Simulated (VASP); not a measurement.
# F (Fd-3m) in VASP: further runs

F is run at these levels: PBEsol; tasks: single point.

All numbers are computed with VASP 6.6.1; they aren't measurements. Logs are shortened: lines on timing, memory, paths and dates and some standing lists are left out, and cuts for length are marked.

### 1 The cell of the first run

It takes space group Fd-3m (No. 227, cubic). Conventional cell: a = 4.205 Å, b = 4.205 Å, c = 4.205 Å, α = 90.00°, β = 90.00°, γ = 90.00°. Within 2.4 Å of F (site symmetry -43m) lie 4 F at 1.82 Å.

### 2 Single point, PBEsol (9.30 Å³/atom)

INCAR reads:

```
SYSTEM = F
PREC = Accurate ; ENCUT = 520
EDIFF = 1E-7 ; ISMEAR = -1
SIGMA = 0.08 ; LREAL = .FALSE.
LASPH = .TRUE. ; NELM = 60
ALGO = Normal ; ISIF = 2
LWAVE = .FALSE. ; LCHARG = .FALSE.
GGA = PS ; NBANDS = 14
```

KPOINTS reads:

```
Automatic mesh
0
G
  14 14 14
  0 0 0
```

POSCAR reads:

```
F
1.0
    0.0000000000      2.1025938306      2.1025938306
    2.1025938306      0.0000000000      2.1025938306
    2.1025938306      2.1025938306      0.0000000000
F
2
Direct
   -0.1250000000     -0.1250000000     -0.1250000000
    0.1250000000      0.1250000000      0.1250000000
```

Potentials or basis: VASP PAW PBE potentials, release 64 (F).

Launch:

```
cat potpaw_PBE.64/F/POTCAR > POTCAR
mpirun -np 1 vasp_std > vasp.out
```

OUTCAR:

```text
SYSTEM = F
   PREC = Accurate
   ENCUT = 520
   EDIFF = 1E-7
   ISMEAR = -1
   LREAL = .FALSE.
   LASPH = .TRUE.
   NELM = 60
   ISIF = 2
   GGA = PS

 ion  position               nearest neighbor table
   1  0.875  0.875  0.875-   2 1.82   2 1.82   2 1.82   2 1.82
   2  0.125  0.125  0.125-   1 1.82   1 1.82   1 1.82   1 1.82

  LATTYP: Found a face centered cubic cell.
 ALAT       =     4.2051876612

  Lattice vectors:

 A1 = (   0.0000000000,   2.1025938306,   2.1025938306)
 A2 = (   2.1025938306,   0.0000000000,   2.1025938306)
 A3 = (   2.1025938306,   2.1025938306,   0.0000000000)

Analysis of symmetry for initial positions (statically):
=====================================================================
 Subroutine PRICEL returns:
 Original cell was already a primitive cell.

 Routine SETGRP: Setting up the symmetry group for a
 face centered cubic supercell.

 Subroutine GETGRP returns: Found 48 space group operations
 (whereof 12 operations were pure point group operations)
 out of a pool of 48 trial point group operations.

The static configuration has the point symmetry D_3d.
 The point group associated with its full space group is O_h .

Analysis of symmetry for dynamics (positions and initial velocities):
=====================================================================
 Subroutine PRICEL returns:
 Original cell was already a primitive cell.

 Routine SETGRP: Setting up the symmetry group for a
 face centered cubic supercell.

 Subroutine GETGRP returns: Found 48 space group operations
 (whereof 12 operations were pure point group operations)
 out of a pool of 48 trial point group operations.

The dynamic configuration has the point symmetry D_3d.
 The point group associated with its full space group is O_h .

 Subroutine INISYM returns: Found 48 space group operations
 (whereof 12 operations are pure point group operations),
 and found     1 'primitive' translations

----------------------------------------------------------------------------------------

                                     Primitive cell

  volume of cell :      18.5907

  direct lattice vectors                    reciprocal lattice vectors
     0.000000000  2.102593831  2.102593831    -0.237801516  0.237801516  0.237801516
     2.102593831  0.000000000  2.102593831     0.237801516 -0.237801516  0.237801516
     2.102593831  2.102593831  0.000000000     0.237801516  0.237801516 -0.237801516

  length of vectors
     2.973516711  2.973516711  2.973516711     0.411884307  0.411884307  0.411884307

  position of ions in fractional coordinates (direct lattice)
     0.875000000  0.875000000  0.875000000
     0.125000000  0.125000000  0.125000000

  ion indices of the primitive-cell ions
   primitive index   ion index
                 1           1
                 2           2

----------------------------------------------------------------------------------------

 KPOINTS: Automatic mesh

Automatic generation of k-mesh.
 Grid dimensions read from file:
 generate k-points for:   14   14   14

 Generating k-lattice:

  Cartesian coordinates                     Fractional coordinates (reciprocal lattice)
    -0.016985823  0.016985823  0.016985823     0.071428571  0.000000000  0.000000000
     0.016985823 -0.016985823  0.016985823     0.000000000  0.071428571  0.000000000
     0.016985823  0.016985823 -0.016985823     0.000000000  0.000000000  0.071428571

  Length of vectors
     0.029420308  0.029420308  0.029420308

  Shift w.r.t. Gamma in fractional coordinates (k-lattice)
     0.000000000  0.000000000  0.000000000

 Subroutine IBZKPT returns following result:
 ===========================================

 Found    104 irreducible k-points:

 Following reciprocal coordinates:
            Coordinates               Weight
  0.000000  0.000000  0.000000      1.000000
  0.071429  0.000000  0.000000      8.000000
  0.142857  0.000000  0.000000      8.000000
  0.214286  0.000000  0.000000      8.000000
  0.285714  0.000000  0.000000      8.000000
  0.357143  0.000000  0.000000      8.000000
[... 16 lines left out ...]
  0.214286  0.142857  0.000000     24.000000
  0.285714  0.142857  0.000000     24.000000
 [... further k-points ...]
   k-points           NKPTS =    104   k-points in BZ     NKDIM =    104   number of bands    NBANDS=     14
   number of dos      NEDOS =    301   number of ions     NIONS =      2
   total plane-waves  NPLWV =  13824
   dimension x,y,z NGX =    24 NGY =   24 NGZ =   24
   dimension x,y,z NGXF=    48 NGYF=   48 NGZF=   48
   ions per type =               2
   NGX,Y,Z   is equivalent  to a cutoff of  13.42, 13.42, 13.42 a.u.
   NGXF,Y,Z  is equivalent  to a cutoff of  26.84, 26.84, 26.84 a.u.
 SYSTEM =  F
   PREC   = accura    normal or accurate (medium, high low for compatibility)
   ISTART =      0    job   : 0-new  1-cont  2-samecut
   ICHARG =      2    charge: 1-file 2-atom 10-const
   ISPIN  =      1    spin polarized calculation?
   LNONCOLLINEAR =      F non collinear calculations
   LSORBIT =      F    spin-orbit coupling
   LASPH  =      T    aspherical Exc in radial PAW
   ENCUT  =  520.0 eV  38.22 Ry    6.18 a.u.   5.53  5.53  5.53*2*pi/ulx,y,z
   NELM   =     60;   NELMIN=  2; NELMDL= -5     # of ELM steps
   EDIFF  = 0.1E-06   stopping-criterion for ELM
   LREAL  =      F    real-space projection
   EDIFFG = 0.1E-05   stopping-criterion for IOM
   NSW    =      0    number of steps for IOM
   IBRION =     -1    ionic relax: 0-MD 1-quasi-New 2-CG
   NFREE  =      0    steps in history (QN), initial steepest desc. (CG)
   ISIF   =      2    stress and relaxation
   ISYM   =      2    0-nonsym 1-usesym 2-fastsym
   POTIM  = 0.5000    time-step for ionic-motion
   TEBEG  =    0.0;   TEEND  =   0.0 temperature during run
   PSTRESS=    0.0 pullay stress
   NELECT =      14.0000    total number of electrons
   NUPDOWN=      -1.0000    fix difference up-down
   EMIN   =  10.00;   EMAX   =-10.00  energy-range for DOS
   EFERMI =   0.00;   METHOD = LEGACY
   ISMEAR =    -1;   SIGMA  =   0.08  broadening in eV -4-tet -1-fermi 0-gaus
   EFERMI_NEDOS =   21; number of points for ismear=-14 and -15
   IALGO  =     38    algorithm
   IMIX   =      4    mixing-type and parameters
     AMIX     =   0.40;   BMIX     =  1.00
     AMIX_MAG =   1.60;   BMIX_MAG =  1.00
  volume/ion in A,a.u.               =       9.30        62.73
  Fermi-wavevector in a.u.,A,eV,Ry     =   1.489426  2.814606 30.183006  2.218388
  Thomas-Fermi vector in A             =   2.602336
   LORBIT       =      0    0 simple, 1 ext, 2 COOP (PROOUT), +10 PAW based schemes
   GGA     = PS    functional components
   LHFCALC =     F    Hartree Fock is set to
   AEXX    =    0.0000 exact exchange contribution
   IVDW    =     0    specifies the selected vdW correction
   LEPSILON=     F    determine dielectric tensor
   LRPA    =     F    only Hartree local field effects (RPA)
 non-spin polarized calculation
  energy-cutoff  :      520.00
  volume of cell :       18.59
 maximum number of plane-waves:       531
 NGX is ok and might be reduce to    24
   NGX = 11   NGY = 11   NGZ = 11

 number of electron      14.0000018 magnetization

 Free energy of the ion-electron system (eV)
  ---------------------------------------------------
  ext. energy  EPLUGINS =         0.00000000
  ---------------------------------------------------
  free energy    TOTEN  =        -1.31615982 eV

  energy without entropy =       -1.24723641  energy(sigma->0) =       -1.28169812

 E-fermi :  -0.6123     XC(G=0): -10.5551

 val. band max:       -0.6127299616   @ k =  -0.2857   0.3571   0.0714
 cond. band min:      -0.6085030625   @ k =   0.4286   0.2857   0.1429
 fundamental gap:      0.0042268991
 Fermi energy:        -0.6122675282

 k-point     1 :       0.0000    0.0000    0.0000
  band No.  band energies     occupation
      1     -26.0916      2.00000
      2     -19.3254      2.00000
      3      -5.1927      2.00000
      4      -5.1927      2.00000
      5      -5.1927      2.00000
      6      -2.1279      2.00000
      7      -2.1279      2.00000
      8      -2.1279      2.00000
      9       9.6327      0.00000
     10      26.1992      0.00000
     11      26.1992      0.00000
     12      26.1992      0.00000
     13      27.2639      0.00000
     14      27.2639      0.00000

 k-point     2 :       0.0714    0.0000    0.0000
  band No.  band energies     occupation
      1     -26.0366      2.00000
      2     -19.4076      2.00000
      3      -5.2561      2.00000
      4      -5.2502      2.00000
      5      -5.2502      2.00000
      6      -2.0924      2.00000
      7      -2.0646      2.00000
      8      -2.0646      2.00000
      9       9.8157      0.00000
     10      25.2230      0.00000
     11      25.3299      0.00000
     12      25.3299      0.00000
     13      28.2886      0.00000
     14      28.2886      0.00000

 k-point     3 :       0.1429    0.0000    0.0000
  band No.  band energies     occupation
      1     -25.8753      2.00000
      2     -19.6432      2.00000
      3      -5.4471      2.00000
      4      -5.3996      2.00000
      5      -5.3996      2.00000
      6      -1.9641      2.00000
      7      -1.8996      2.00000
      8      -1.8996      2.00000
      9      10.3223      0.00000
     10      23.5178      0.00000
     11      24.3091      0.00000
     12      24.3091      0.00000
     13      29.3559      0.00000
     14      29.3980      0.00000
[... 324 lines left out ...]
 k-point    23 :       0.2143    0.1429    0.0000
  band No.  band energies     occupation
      1     -25.6077      2.00000
      2     -20.0187      2.00000
      3      -5.9545      2.00000
      4      -5.8990      2.00000
      5      -4.8806      2.00000
      6      -2.5634      2.00000
      7      -1.3796      1.99986
      8      -1.3649      1.99984
      9      11.0701      0.00000
     10      20.1337      0.00000
     11      25.1718      0.00000
     12      25.3205      0.00000
     13      28.6121      0.00000
     14      28.8095      0.00000

 k-point    24 :       0.2857    0.1429    0.0000
  band No.  band energies     occupation
      1     -25.3289      2.00000
      2     -20.3947      2.00000
      3      -6.3141      2.00000
      4      -6.0857      2.00000
      5      -4.9064      2.00000
      6      -2.4531      2.00000
      7      -1.1724      1.99818
      8      -1.1000      1.99551
      9      11.7544      0.00000
     10      19.1307      0.00000
     11      24.0455      0.00000
     12      24.5300      0.00000
     13      28.7761      0.00000
     14      29.8864      0.00000

 [... further k-points ...]

------------------------ aborting loop because EDIFF is reached ----------------------------------------

  FORCE on cell =-STRESS in cart. coord.  units (eV):
  Direction    XX          YY          ZZ          XY          YZ          ZX
  --------------------------------------------------------------------------------------
  -------------------------------------------------------------------------------------
  Total        5.3794981      5.3794981      5.3794981     -0.0000000      0.0000000     -0.0000000
  in kB      463.6136197    463.6136197    463.6136197     -0.0000000      0.0000000     -0.0000000
  external PRESSURE =     463.6136197 kB  Pullay stress =       0.0000000 kB

 VOLUME and BASIS-vectors are now :
 -----------------------------------------------------------------------------
  energy-cutoff  :      520.00
  volume of cell :       18.59
      direct lattice vectors                 reciprocal lattice vectors
     0.000000000  2.102593831  2.102593831    -0.237801516  0.237801516  0.237801516
     2.102593831  0.000000000  2.102593831     0.237801516 -0.237801516  0.237801516
     2.102593831  2.102593831  0.000000000     0.237801516  0.237801516 -0.237801516

 POSITION                                       TOTAL-FORCE (eV/Angst)
 -----------------------------------------------------------------------------------
      3.67954      3.67954      3.67954         0.000000      0.000000      0.000000
      0.52565      0.52565      0.52565        -0.000000     -0.000000     -0.000000
 -----------------------------------------------------------------------------------
    total drift:                                0.000000      0.000000      0.000000

  FREE ENERGIE OF THE ION-ELECTRON SYSTEM (eV)
  ---------------------------------------------------
  free  energy   TOTEN  =        -1.3161598246 eV

  energy  without entropy=       -1.2472364078  energy(sigma->0) =       -1.28169812
```

It took 30 s on 1 thread of Intel Xeon 8259CL, shared host; peak memory 0.14 GiB.

Results:

```
Free energy            : -1.3162 eV
Pressure               : 46.4 GPa
Band gap on the k mesh : zero (bands 7 and 8 overlap by 2.07 eV)
```

Levels at points of the mesh, in eV from the Fermi level:
```tsv
k point	band 3	band 4	band 5	band 6	band 7	band 8	band 9	band 10	band 11	band 12
(0.00, 0.00, 0.00)	-4.58	-4.58	-4.58	-1.52	-1.52	-1.52	10.24	26.81	26.81	26.81
(0.50, 0.00, 0.00)	-6.04	-5.46	-5.46	-0.55	-0.55	-0.15	14.56	17.52	22.92	22.92
(0.50, 0.50, 0.00)	-6.47	-6.47	-3.22	-3.22	0.55	0.55	15.03	15.03	25.74	25.74
```

Caveat: the cell stands under pressure; the PAW data sets were made with another functional, which shifts forces and pressure a little.

### 3 Single point, PBEsol (10.66 Å³/atom)

This run uses another cell than the first one, of 10.66 Å³/atom.

INCAR reads:

```
PREC = Accurate ; ENCUT = 520
EDIFF = 1E-7 ; ISMEAR = -1
SIGMA = 0.08 ; LREAL = F
LASPH = T ; NELM = 60
ALGO = Normal ; ISIF = 2
LWAVE = F ; LCHARG = F
GGA = PS ; NBANDS = 14
```

KPOINTS reads:

```
Automatic mesh
0
Gamma
  14 14 14
```

POSCAR reads:

```
F
1.0
    0.0000000000      2.2009860118      2.2009860118
    2.2009860118      0.0000000000      2.2009860118
    2.2009860118      2.2009860118      0.0000000000
F
2
Direct
   -0.1250000000     -0.1250000000     -0.1250000000
    0.1250000000      0.1250000000      0.1250000000
```

Potentials or basis: VASP PAW PBE potentials, release 64 (F).

Launch:

```
cat potpaw_PBE.64/F/POTCAR > POTCAR
mpirun -np 1 vasp_std > vasp.out
```

OUTCAR:

```text
PREC = Accurate
   ENCUT = 520
   EDIFF = 1E-7
   ISMEAR = -1
   LREAL = F
   LASPH = T
   NELM = 60
   ISIF = 2
   GGA = PS

 ion  position               nearest neighbor table
   1  0.875  0.875  0.875-
   2  0.125  0.125  0.125-

  LATTYP: Found a face centered cubic cell.
 ALAT       =     4.4019720236

  Lattice vectors:

 A1 = (   0.0000000000,   2.2009860118,   2.2009860118)
[... 590 lines left out ...]
     13      25.6798      0.00000
     14      27.0145      0.00000

 [... further k-points ...]

------------------------ aborting loop because EDIFF is reached ----------------------------------------

  FORCE on cell =-STRESS in cart. coord.  units (eV):
  Direction    XX          YY          ZZ          XY          YZ          ZX
  --------------------------------------------------------------------------------------
  -------------------------------------------------------------------------------------
  Total        2.7817665      2.7817665      2.7817665     -0.0000000      0.0000000      0.0000000
  in kB      209.0015077    209.0015077    209.0015077     -0.0000000      0.0000000      0.0000000
  external PRESSURE =     209.0015077 kB  Pullay stress =       0.0000000 kB

 VOLUME and BASIS-vectors are now :
 -----------------------------------------------------------------------------
  energy-cutoff  :      520.00
  volume of cell :       21.32
      direct lattice vectors                 reciprocal lattice vectors
     0.000000000  2.200986012  2.200986012    -0.227170912  0.227170912  0.227170912
     2.200986012  0.000000000  2.200986012     0.227170912 -0.227170912  0.227170912
     2.200986012  2.200986012  0.000000000     0.227170912  0.227170912 -0.227170912

 POSITION                                       TOTAL-FORCE (eV/Angst)
 -----------------------------------------------------------------------------------
      3.85173      3.85173      3.85173         0.000000      0.000000     -0.000000
      0.55025      0.55025      0.55025        -0.000000     -0.000000      0.000000
 -----------------------------------------------------------------------------------
    total drift:                                0.000000      0.000000      0.000000

  FREE ENERGIE OF THE ION-ELECTRON SYSTEM (eV)
  ---------------------------------------------------
  free  energy   TOTEN  =        -1.8801150593 eV

  energy  without entropy=       -1.7971991996  energy(sigma->0) =       -1.83865713
```

OSZICAR:

```text
N       E                     dE             d eps       ncg     rms          rms(c)
DAV:   1     0.625962341486E+02    0.62596E+02   -0.85585E+03  2968   0.980E+02
DAV:   2    -0.247960713651E+00   -0.62844E+02   -0.60486E+02  3644   0.230E+02
DAV:   3    -0.187417326730E+01   -0.16262E+01   -0.16120E+01  3506   0.336E+01
DAV:   4    -0.187925921786E+01   -0.50860E-02   -0.50859E-02  3578   0.217E+00
DAV:   5    -0.187927858622E+01   -0.19368E-04   -0.19368E-04  3554   0.116E-01    0.365E-01
DAV:   6    -0.187948555896E+01   -0.20697E-03   -0.11448E-03  3560   0.329E-01    0.199E-01
DAV:   7    -0.187999601352E+01   -0.51045E-03   -0.38949E-04  3422   0.179E-01    0.631E-02
DAV:   8    -0.188010921171E+01   -0.11320E-03   -0.36406E-05  3398   0.612E-02    0.940E-03
DAV:   9    -0.188011487954E+01   -0.56678E-05   -0.32422E-06  3578   0.158E-02    0.164E-03
DAV:  10    -0.188011502410E+01   -0.14456E-06   -0.22329E-07  3484   0.404E-03    0.236E-04
DAV:  11    -0.188011505929E+01   -0.35191E-07   -0.13704E-08  2704   0.105E-03
   1 F= -.18801151E+01 E0= -.18386571E+01  d E =-.829159E-01
```

Run time: 30 s. Hardware: 1 thread of Intel Xeon 8259CL, shared host; peak memory 0.14 GiB.

What came out:

| Item | Value |
| --- | --- |
| Free energy | -1.8801 eV |
| Pressure | 20.9 GPa |
| Band gap on the k mesh | zero (bands 7 and 8 overlap by 1.64 eV) |

Levels at points of the mesh, in eV from the Fermi level:
```csv
k point,band 3,band 4,band 5,band 6,band 7,band 8,band 9,band 10,band 11,band 12
"(0.00, 0.00, 0.00)",-3.82,-3.82,-3.82,-1.20,-1.20,-1.20,10.14,25.99,25.99,25.99
"(0.50, 0.00, 0.00)",-5.08,-4.54,-4.54,-0.42,-0.42,-0.22,14.33,17.00,22.41,22.41
"(0.50, 0.50, 0.00)",-5.38,-5.38,-2.73,-2.73,0.44,0.44,14.98,14.98,24.54,24.54
```

Caveat: the cell stands under pressure; the PAW data sets were made with another functional, which shifts forces and pressure a little.
